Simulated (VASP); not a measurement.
A run of VASP 6.6.1:

Contents of INCAR:

```
SYSTEM = InSb
  PREC = Accurate
  ENCUT = 520
  EDIFF = 1E-7
  ISMEAR = 0
  SIGMA = 0.05
  LREAL = .FALSE.
  LASPH = .TRUE.
  NELM = 60
  ALGO = Normal
  ISIF = 2
  LWAVE = .FALSE.
  LCHARG = .FALSE.
  GGA = PE
  NBANDS = 16
```

KPOINTS

```
regular mesh
0
G
  10 10 10
  0 0 0
```

File POSCAR:

```
InSb
1.0
    0.0000000000      3.2724265998      3.2724265998
    3.2724265998      0.0000000000      3.2724265998
    3.2724265998      3.2724265998      0.0000000000
In Sb
1 1
Direct
    0.0000000000      0.0000000000      0.0000000000
    0.7500000000      0.7500000000      0.7500000000
```

Potentials or basis: VASP PAW PBE potentials, release 64 (In_d, Sb).

The run is started by

```sh
$ cat potpaw_PBE.64/In_d/POTCAR potpaw_PBE.64/Sb/POTCAR > POTCAR
$ mpirun -np 1 vasp_std > vasp.out
```

Hardware: 1 thread of AMD EPYC 9R45 96-Core Processor (Zen 5) (shared host).

Question: How long does it take, and how much memory?

Answer: Wall time 32 s on 1 thread of AMD EPYC 9R45 96-Core Processor (Zen 5) (shared host), peak memory 0.2 GiB. Counts: scf iterations 15, k points 47.
